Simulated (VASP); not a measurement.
# HgTe (Fm-3m) in VASP: single point with PBE

Aim: the single point of HgTe with PBE.

Program: VASP 6.6.1. These are calculated values, not measurements. Logs are shortened: lines on timing, memory, paths and dates and some standing lists are left out, and cuts for length are marked.

## 1. The cell of the first run

It takes space group Fm-3m (No. 225, cubic). The conventional cell has a = 6.154 Å, b = 6.154 Å, c = 6.154 Å, α = 90.00°, β = 90.00°, γ = 90.00°. Within 4.1 Å of Hg (site symmetry m-3m) lie 6 Te at 3.08 Å. Within 4.1 Å of Te (site symmetry m-3m) lie 6 Hg at 3.08 Å.

## 2. Single point, PBE

Contents of INCAR:

```
ALGO = Normal ; EDIFF = 1E-6
ENCUT = 500 ; GGA = PE
GGA_COMPAT = F ; ISIF = 2
ISMEAR = 0 ; LASPH = T
LCHARG = T ; LELF = T
LREAL = F ; LVHAR = T
LWAVE = F ; NBANDS = 16
NELM = 120 ; PREC = Accurate
SIGMA = 0.1
```

Contents of KPOINTS:

```
k-points
0
Gamma
  6 6 6
```

Contents of POSCAR:

```
HgTe
1.0
    0.0000000000      3.0771170000      3.0771170000
    3.0771170000      0.0000000000      3.0771170000
    3.0771170000      3.0771170000      0.0000000000
Hg Te
1 1
Direct
    0.0000000000      0.0000000000      0.0000000000
    0.5000000000      0.5000000000      0.5000000000
```

Potentials or basis: VASP PAW PBE potentials, release 64 (Hg, Te).

Launch:

```bash
> cat potpaw_PBE.64/Hg/POTCAR potpaw_PBE.64/Te/POTCAR > POTCAR
> mpirun -np 1 vasp_std > vasp.out
```

OUTCAR:

```text
EDIFF = 1E-6
   ENCUT = 500
   GGA = PE
   ISIF = 2
   ISMEAR = 0
   LASPH = T
   LREAL = F
   NELM = 120
   PREC = Accurate

 ion  position               nearest neighbor table
   1  0.000  0.000  0.000-   2 3.08   2 3.08   2 3.08   2 3.08   2 3.08   2 3.08
   2  0.500  0.500  0.500-   1 3.08   1 3.08   1 3.08   1 3.08   1 3.08   1 3.08

  LATTYP: Found a face centered cubic cell.
 ALAT       =     6.1542340000

  Lattice vectors:

 A1 = (   0.0000000000,   3.0771170000,   3.0771170000)
 A2 = (   3.0771170000,   0.0000000000,   3.0771170000)
 A3 = (   3.0771170000,   3.0771170000,   0.0000000000)

Analysis of symmetry for initial positions (statically):
=====================================================================
 Subroutine PRICEL returns:
 Original cell was already a primitive cell.

 Routine SETGRP: Setting up the symmetry group for a
 face centered cubic supercell.

 Subroutine GETGRP returns: Found 48 space group operations
 (whereof 48 operations were pure point group operations)
 out of a pool of 48 trial point group operations.

The static configuration has the point symmetry O_h .

Analysis of symmetry for dynamics (positions and initial velocities):
=====================================================================
 Subroutine PRICEL returns:
 Original cell was already a primitive cell.

 Routine SETGRP: Setting up the symmetry group for a
 face centered cubic supercell.

 Subroutine GETGRP returns: Found 48 space group operations
 (whereof 48 operations were pure point group operations)
 out of a pool of 48 trial point group operations.

The dynamic configuration has the point symmetry O_h .

 Subroutine INISYM returns: Found 48 space group operations
 (whereof 48 operations are pure point group operations),
 and found     1 'primitive' translations

----------------------------------------------------------------------------------------

                                     Primitive cell

  volume of cell :      58.2723

  direct lattice vectors                    reciprocal lattice vectors
     0.000000000  3.077117000  3.077117000    -0.162489759  0.162489759  0.162489759
     3.077117000  0.000000000  3.077117000     0.162489759 -0.162489759  0.162489759
     3.077117000  3.077117000  0.000000000     0.162489759  0.162489759 -0.162489759

  length of vectors
     4.351700594  4.351700594  4.351700594     0.281440518  0.281440518  0.281440518

  position of ions in fractional coordinates (direct lattice)
     0.000000000  0.000000000  0.000000000
     0.500000000  0.500000000  0.500000000

  ion indices of the primitive-cell ions
   primitive index   ion index
                 1           1
                 2           2

----------------------------------------------------------------------------------------

 KPOINTS: k-points

Automatic generation of k-mesh.
 Grid dimensions read from file:
 generate k-points for:    6    6    6

 Generating k-lattice:

  Cartesian coordinates                     Fractional coordinates (reciprocal lattice)
    -0.027081627  0.027081627  0.027081627     0.166666667  0.000000000  0.000000000
     0.027081627 -0.027081627  0.027081627     0.000000000  0.166666667  0.000000000
     0.027081627  0.027081627 -0.027081627     0.000000000  0.000000000  0.166666667

  Length of vectors
     0.046906753  0.046906753  0.046906753

  Shift w.r.t. Gamma in fractional coordinates (k-lattice)
     0.000000000  0.000000000  0.000000000

 Subroutine IBZKPT returns following result:
 ===========================================

 Found     16 irreducible k-points:

 Following reciprocal coordinates:
            Coordinates               Weight
  0.000000  0.000000  0.000000      1.000000
  0.166667  0.000000  0.000000      8.000000
  0.333333  0.000000  0.000000      8.000000
  0.500000  0.000000  0.000000      4.000000
  0.166667  0.166667  0.000000      6.000000
  0.333333  0.166667  0.000000     24.000000
[... 8 lines left out ...]
 -0.333333  0.333333  0.166667     24.000000
 -0.333333  0.500000  0.166667     12.000000
   k-points           NKPTS =     16   k-points in BZ     NKDIM =     16   number of bands    NBANDS=     16
   number of dos      NEDOS =    301   number of ions     NIONS =      2
   total plane-waves  NPLWV =  32768
   dimension x,y,z NGX =    32 NGY =   32 NGZ =   32
   dimension x,y,z NGXF=    64 NGYF=   64 NGZF=   64
   ions per type =               1   1
   NGX,Y,Z   is equivalent  to a cutoff of  12.22, 12.22, 12.22 a.u.
   NGXF,Y,Z  is equivalent  to a cutoff of  24.45, 24.45, 24.45 a.u.
 SYSTEM =  unknown system
   PREC   = accura    normal or accurate (medium, high low for compatibility)
   ISTART =      0    job   : 0-new  1-cont  2-samecut
   ICHARG =      2    charge: 1-file 2-atom 10-const
   ISPIN  =      1    spin polarized calculation?
   LNONCOLLINEAR =      F non collinear calculations
   LSORBIT =      F    spin-orbit coupling
   LASPH  =      T    aspherical Exc in radial PAW
   ENCUT  =  500.0 eV  36.75 Ry    6.06 a.u.   7.93  7.93  7.93*2*pi/ulx,y,z
   NELM   =    120;   NELMIN=  2; NELMDL= -5     # of ELM steps
   EDIFF  = 0.1E-05   stopping-criterion for ELM
   LREAL  =      F    real-space projection
   EDIFFG = 0.1E-04   stopping-criterion for IOM
   NSW    =      0    number of steps for IOM
   IBRION =     -1    ionic relax: 0-MD 1-quasi-New 2-CG
   NFREE  =      0    steps in history (QN), initial steepest desc. (CG)
   ISIF   =      2    stress and relaxation
   ISYM   =      2    0-nonsym 1-usesym 2-fastsym
   POTIM  = 0.5000    time-step for ionic-motion
   TEBEG  =    0.0;   TEEND  =   0.0 temperature during run
   PSTRESS=    0.0 pullay stress
   NELECT =      18.0000    total number of electrons
   NUPDOWN=      -1.0000    fix difference up-down
   EMIN   =  10.00;   EMAX   =-10.00  energy-range for DOS
   EFERMI =   0.00;   METHOD = LEGACY
   ISMEAR =     0;   SIGMA  =   0.10  broadening in eV -4-tet -1-fermi 0-gaus
   EFERMI_NEDOS =   21; number of points for ismear=-14 and -15
   IALGO  =     38    algorithm
   IMIX   =      4    mixing-type and parameters
     AMIX     =   0.40;   BMIX     =  1.00
     AMIX_MAG =   1.60;   BMIX_MAG =  1.00
  volume/ion in A,a.u.               =      29.14       196.62
  Fermi-wavevector in a.u.,A,eV,Ry     =   1.106653  2.091272 16.662809  1.224682
  Thomas-Fermi vector in A             =   2.243157
   LORBIT       =      0    0 simple, 1 ext, 2 COOP (PROOUT), +10 PAW based schemes
   GGA     = PE    functional components
   LHFCALC =     F    Hartree Fock is set to
   AEXX    =    0.0000 exact exchange contribution
   IVDW    =     0    specifies the selected vdW correction
   LEPSILON=     F    determine dielectric tensor
   LRPA    =     F    only Hartree local field effects (RPA)
 non-spin polarized calculation
 Gauss-broadening in eV      SIGMA  =   0.10
  energy-cutoff  :      500.00
  volume of cell :       58.27
 maximum number of plane-waves:      1492
   NGX = 15   NGY = 15   NGZ = 15

 number of electron      17.9999999 magnetization

 Free energy of the ion-electron system (eV)
  ---------------------------------------------------
  ext. energy  EPLUGINS =         0.00000000
  ---------------------------------------------------
  free energy    TOTEN  =        -3.38558156 eV

  energy without entropy =       -3.37636529  energy(sigma->0) =       -3.38097342

 E-fermi :   4.1658     XC(G=0):  -9.7457

 val. band max:        4.0645791694   @ k =   0.3333   0.0000   0.0000
 cond. band min:       4.1821075282   @ k =  -0.3333   0.1667   0.0000
 fundamental gap:      0.1175283588
 Fermi energy:         4.1658401496

 k-point     1 :       0.0000    0.0000    0.0000
  band No.  band energies     occupation
      1      -7.7633      2.00000
      2      -2.4935      2.00000
      3      -2.4935      2.00000
      4      -2.4352      2.00000
      5      -2.4352      2.00000
      6      -2.4352      2.00000
[... 8 lines left out ...]
     15      11.8151      0.00000
     16      11.8151      0.00000

 k-point     2 :       0.1667    0.0000    0.0000
  band No.  band energies     occupation
      1      -7.5402      2.00000
      2      -2.5746      2.00000
      3      -2.5746      2.00000
      4      -2.4664      2.00000
      5      -2.4008      2.00000
      6      -2.4008      2.00000
[... 8 lines left out ...]
     15      12.3601      0.00000
     16      12.3601      0.00000

 k-point     3 :       0.3333    0.0000    0.0000
  band No.  band energies     occupation
      1      -6.9902      2.00000
      2      -2.7352      2.00000
      3      -2.7352      2.00000
      4      -2.6301      2.00000
      5      -2.3213      2.00000
      6      -2.3213      2.00000
[... 8 lines left out ...]
     15      13.6324      0.00000
     16      13.6324      0.00000

 k-point     4 :       0.5000    0.0000    0.0000
  band No.  band energies     occupation
      1      -6.6245      2.00000
      2      -2.8649      2.00000
      3      -2.8114      2.00000
      4      -2.8114      2.00000
      5      -2.2801      2.00000
      6      -2.2801      2.00000
[... 8 lines left out ...]
     15      14.9543      0.00000
     16      14.9543      0.00000
[... 172 lines left out ...]
 k-point    14 :       0.5000    0.3333    0.1667
  band No.  band energies     occupation
      1      -6.7970      2.00000
      2      -2.6543      2.00000
      3      -2.6235      2.00000
      4      -2.4996      2.00000
      5      -2.2847      2.00000
      6      -2.2200      2.00000
[... 8 lines left out ...]
     15      15.4185      0.00000
     16      15.5959      0.00000

 k-point    15 :      -0.3333    0.3333    0.1667
  band No.  band energies     occupation
      1      -6.6410      2.00000
      2      -2.7274      2.00000
      3      -2.5091      2.00000
      4      -2.4675      2.00000
      5      -2.2451      2.00000
      6      -2.0847      2.00000
[... 8 lines left out ...]
     15      13.8598      0.00000
     16      16.3305      0.00000

 k-point    16 :      -0.3333    0.5000    0.1667
  band No.  band energies     occupation
      1      -6.6850      2.00000
      2      -2.6047      2.00000
      3      -2.5132      2.00000
      4      -2.3501      2.00000
      5      -2.2106      2.00000
      6      -1.7930      2.00000
[... 8 lines left out ...]
     15      15.3477      0.00000
     16      16.8441      0.00000

------------------------ aborting loop because EDIFF is reached ----------------------------------------

  FORCE on cell =-STRESS in cart. coord.  units (eV):
  Direction    XX          YY          ZZ          XY          YZ          ZX
  --------------------------------------------------------------------------------------
  -------------------------------------------------------------------------------------
  Total       -0.1096383     -0.1096383     -0.1096383      0.0000000      0.0000000     -0.0000000
  in kB       -3.0144691     -3.0144691     -3.0144691      0.0000000      0.0000000     -0.0000000
  external PRESSURE =      -3.0144691 kB  Pullay stress =       0.0000000 kB

 VOLUME and BASIS-vectors are now :
 -----------------------------------------------------------------------------
  energy-cutoff  :      500.00
  volume of cell :       58.27
      direct lattice vectors                 reciprocal lattice vectors
     0.000000000  3.077117000  3.077117000    -0.162489759  0.162489759  0.162489759
     3.077117000  0.000000000  3.077117000     0.162489759 -0.162489759  0.162489759
     3.077117000  3.077117000  0.000000000     0.162489759  0.162489759 -0.162489759

 POSITION                                       TOTAL-FORCE (eV/Angst)
 -----------------------------------------------------------------------------------
      0.00000      0.00000      0.00000         0.000000     -0.000000      0.000000
      3.07712      3.07712      3.07712        -0.000000      0.000000      0.000000
 -----------------------------------------------------------------------------------
    total drift:                                0.000000     -0.000000     -0.000000

  FREE ENERGIE OF THE ION-ELECTRON SYSTEM (eV)
  ---------------------------------------------------
  free  energy   TOTEN  =        -3.3855815624 eV

  energy  without entropy=       -3.3763652869  energy(sigma->0) =       -3.38097342
```

Wall time 15 s (1 thread of AMD EPYC 7R43 (Zen 3), shared host); peak memory 0.14 GiB.

What came out:

* Free energy: -3.3856 eV
* Pressure: -0.3 GPa
* Band gap on the k mesh: zero (band 9 reaches 4.33 eV, above the bottom of band 10 at 1.93 eV)

Levels at points of the mesh, in eV from the Fermi level:
| k point | band 7 | band 8 | band 9 | band 10 | band 11 | band 12 |
| --- | --- | --- | --- | --- | --- | --- |
| (0.00, 0.00, 0.00) | -1.13 | -0.74 | -0.74 | -0.74 | 7.55 | 7.55 |
| (0.50, 0.00, 0.00) | -5.45 | 0.17 | 0.17 | 2.60 | 3.48 | 3.94 |
| (0.50, 0.50, 0.00) | -4.15 | -2.76 | -2.23 | -2.23 | 4.83 | 8.94 |

Caveat: spin-orbit coupling is left out, which moves the levels of the heavy elements.
